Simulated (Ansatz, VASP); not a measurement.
One calculation of Au, two programs

The input POSCAR:

```
Au
1.0
   -1.6075509300      1.6075509300      1.6821280350
    1.6075509300     -1.6075509300      1.6821280350
    1.6075509300      1.6075509300     -1.6821280350
Au
1
Direct
    0.0000000000      0.0000000000      0.0000000000
```

The input INCAR.step1:

```
ALGO = Normal
EDIFF = 1E-4
ENCUT = 520
GGA = PE
ISMEAR = 0
LASPH = T
LCHARG = F
LREAL = F
LWAVE = T
NBANDS = 12
NELM = 80
PREC = Accurate
SIGMA = 0.15
```

Contents of INCAR.step2:

```
ALGO = Normal
EDIFF = 1E-6
ENCUT = 520
ISIF = 2
ISMEAR = 0
ISTART = 1
LASPH = T
LCHARG = T
LELF = T
LMIXTAU = T
LREAL = F
LVHAR = T
LWAVE = F
METAGGA = R2SCAN
NBANDS = 12
NELM = 80
PREC = Accurate
SIGMA = 0.15
```

File KPOINTS:

```
k-points
0
Gamma
  20 20 20
```

Input for Ansatz:

```yaml
crystal:
  lattice:
    - [-1.60755093, 1.60755093, 1.682128035]
    - [1.60755093, -1.60755093, 1.682128035]
    - [1.60755093, 1.60755093, -1.682128035]
  atoms:
    - { symbol: Au, position: [0.0, 0.0, 0.0] }
basis:
  ecutwfc: 500
kpoints:
  mp_grid: { grid: [20, 20, 20] }
hamiltonian:
  xc: r2scan
scf:
  occupations: { method: gaussian, width: 0.15 }
output:
  forces: true
  stress: true
  eigenvalues: true
```

Change from the starting cell: strain -0.030 along x and y, +0.015 along z, atoms carried along.

Alike in both runs: task single point; functional r2SCAN; k mesh 20 × 20 × 20; occupations gaussian, width 0.15 eV; no spin polarisation.

|  | VASP | Ansatz |
| --- | --- | --- |
| version | VASP 6.6.1 | Ansatz 0.2.0 |
| potentials or method | VASP PAW PBE potentials, release 64 (Au), cutoff 520 eV | scalar-relativistic, plane waves, PAW |
| valence electrons in the cell | 11 | 19 |

Ansatz gave:

| Property | Result |
| --- | --- |
| gap on the k mesh at the Fermi level (eV) | none |
| pressure (GPa) | 1.8 |
| traceless stress, the component that is largest in VASP (GPa) | 0.16 |

Problem. What did VASP give for the same quantities?

Solution. gap on the k mesh at the Fermi level (eV): none; pressure (GPa): 2.1; traceless stress, the component that is largest in VASP (GPa): 0.17.

VASP's potentials were made for PBE, not for r2SCAN. A gap of «none» marks a metal or a gap that the smearing closes. The functional is the same, so the differences come from potentials, cutoffs and numerics. VASP's potentials hold 11 valence electrons a cell and Ansatz's 19, so a difference there can come from the potentials and not from the codes.

Neither program's run includes spin-orbit coupling.
